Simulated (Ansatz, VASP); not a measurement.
**Two plane-wave programs on MgO**

File INCAR:

```
SYSTEM = MgO
PREC = Accurate ; ENCUT = 520
EDIFF = 1E-6 ; ISMEAR = 0
SIGMA = 0.05 ; LREAL = .False.
LASPH = .True. ; NELM = 80
ALGO = Normal ; ISIF = 2
LWAVE = .False. ; LCHARG = .True.
GGA = PS ; LELF = .True.
LVHAR = .True. ; NBANDS = 16
```

KPOINTS

```
Automatic mesh
0
Gamma
  9 9 6
  0 0 0
```

POSCAR

```
MgO
1.0
    3.4365000000      0.0000000000      0.0000000000
   -1.7182500000      2.9760963001      0.0000000000
    0.0000000000      0.0000000000      4.2646000000
Mg O
2 2
Direct
    0.6666666667      0.3333333333      0.7500000000
    0.3333333333      0.6666666667      0.2500000000
    0.6666666667      0.3333333333      0.2500000000
    0.3333333333      0.6666666667      0.7500000000
```

Input for Ansatz:

```yaml
crystal:
  lattice:
    - [3.4365, 0.0, 0.0]
    - [-1.71825, 2.9760963001, 0.0]
    - [0.0, 0.0, 4.2646]
  atoms:
    - { symbol: Mg, position: [0.6666666667, 0.3333333333, 0.75] }
    - { symbol: Mg, position: [0.3333333333, 0.6666666667, 0.25] }
    - { symbol: O, position: [0.6666666667, 0.3333333333, 0.25] }
    - { symbol: O, position: [0.3333333333, 0.6666666667, 0.75] }
basis:
  ecutwfc: 520.0
kpoints:
  mp_grid: { grid: [9, 9, 6] }
hamiltonian:
  xc: pbesol
  pseudopotentials: { kind: paw, azcp: { folder: soft_1 } }
scf:
  occupations: { method: gaussian, width: 0.05 }
output:
  forces: true
  stress: true
  eigenvalues: true
```

Alike in both runs: task single point; functional PBEsol; k mesh 9 × 9 × 6; occupations gaussian, width 0.05 eV; no spin polarisation.

```csv
,VASP,Ansatz
version,VASP 6.6.1,Ansatz 0.2.0
potentials or method,"VASP PAW PBE potentials, release 64 (Mg, O), cutoff 520 eV","scalar-relativistic, plane waves, PAW"
valence electrons in the cell,16,32
```

|  | VASP | Ansatz | Ansatz less VASP |
| --- | --- | --- | --- |
| gap on the k mesh at the Fermi level (eV) | 3.32 | 3.33 | +0.009 |
| least direct gap on the mesh (eV) | 3.32 | 3.33 | +0.009 |
| pressure (GPa) | 2.0 | 2.4 | +0.38 |
| traceless stress, the component that is largest in VASP (GPa) | -3.99 | -3.87 | +0.126 |

VASP's potentials were made for PBE, not for PBEsol, and Ansatz warns of the same on its side. VASP's potentials hold 16 valence electrons a cell and Ansatz's 32, so a difference there can come from the potentials and not from the codes.
